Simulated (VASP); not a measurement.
Wanted: the native input for a VASP 6.6.1 run.

| Item | Value |
| --- | --- |
| Task | single point |
| Functional | LDA |
| Potentials or basis | VASP PAW LDA potentials, release 64 (Sn_d, Se) |
| Cutoff | 500 eV |
| k mesh | 4 × 4 × 4 |
| Occupations | gaussian, width 0.01 eV |
| Spin | no spin polarisation |
| Dipole correction | no |
| Further INCAR settings | ALGO = Normal; EDIFF = 1e-06; NBANDS = 17 |

The structure of SnSe lies in POSCAR:

```
SnSe
1.0
    0.0000000000      3.0100000000      3.0100000000
    3.0100000000      0.0000000000      3.0100000000
    3.0100000000      3.0100000000      0.0000000000
Sn Se
1 1
Direct
   -0.0103658217      0.0053385692     -0.0018558331
    0.5066155870      0.4878932193      0.5049361446
```

These files were run (other wordings do the same):

INCAR

```
ALGO = Normal
EDIFF = 1E-6
ENCUT = 500
GGA = CA
GGA_COMPAT = F
ISIF = 2
ISMEAR = 0
LASPH = T
LCHARG = T
LELF = T
LREAL = F
LVHAR = T
LWAVE = F
NBANDS = 17
NELM = 120
PREC = Accurate
SIGMA = 0.01
```

KPOINTS

```
k-points
0
Gamma
  4 4 4
```

Potentials or basis: VASP PAW LDA potentials, release 64 (Sn_d, Se).

Run with:

```bash
$ cat potpaw_LDA.64/Sn_d/POTCAR potpaw_LDA.64/Se/POTCAR > POTCAR
$ mpirun -np 1 vasp_std > vasp.out
```

It gave:

```yaml
Pressure: -4.5 GPa
Largest_force: 0.045 eV/Å
Band_gap_on_the_k_mesh: 0.60 eV
```

Caveat: the k points lie up to 0.45 Å⁻¹ apart; spin-orbit coupling is left out, which moves the levels of the heavy elements.

It took 8.8 s on 1 thread of Intel(R) Xeon(R) 6975P-C (Granite Rapids) (shared host), peak memory 0.17 GiB.
